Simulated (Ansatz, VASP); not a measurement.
## One calculation of SiGe3, two programs

```
Si Ge
1.0
     2.94778    0.00000    0.00000
    -1.47389    2.55285    0.00000
     0.00000    0.00000    9.61053
Si Ge
1 3
Direct
  0.66667 0.33333 0.50000
  0.33333 0.66667 0.73429
  0.33333 0.66667 0.26571
  0.66667 0.33333 0.00000
```

Alike in both runs: functional PBE; k mesh 6 × 6 × 2; occupations gaussian, width 0.1 eV; no spin polarisation.

Ansatz relaxed the structure, and its values are those at the end. VASP's run is a single point on that final structure, the one shown.

|  | VASP | Ansatz |
| --- | --- | --- |
| version | VASP 6.6.1 | Ansatz 0.2.0 |
| potentials or method | VASP PAW PBE potentials, release 64 (Si, Ge_d), cutoff 520 eV | scalar-relativistic, plane waves, PAW |
| valence electrons in the cell | 46 | 46 |

|  | VASP | Ansatz | Ansatz less VASP |
| --- | --- | --- | --- |
| gap on the k mesh at the Fermi level (eV) | none | none | - |
| pressure (GPa) | 0.0 | 0.0 | -0.02 |
| rms of the force components (eV/Å) | 0.005 | 0.004 | -0.0007 |

A gap of «none» marks a metal or a gap that the smearing closes. The functional is the same, so the differences come from potentials, cutoffs and numerics.

The k mesh is coarse, so the values compare programs but aren't converged.
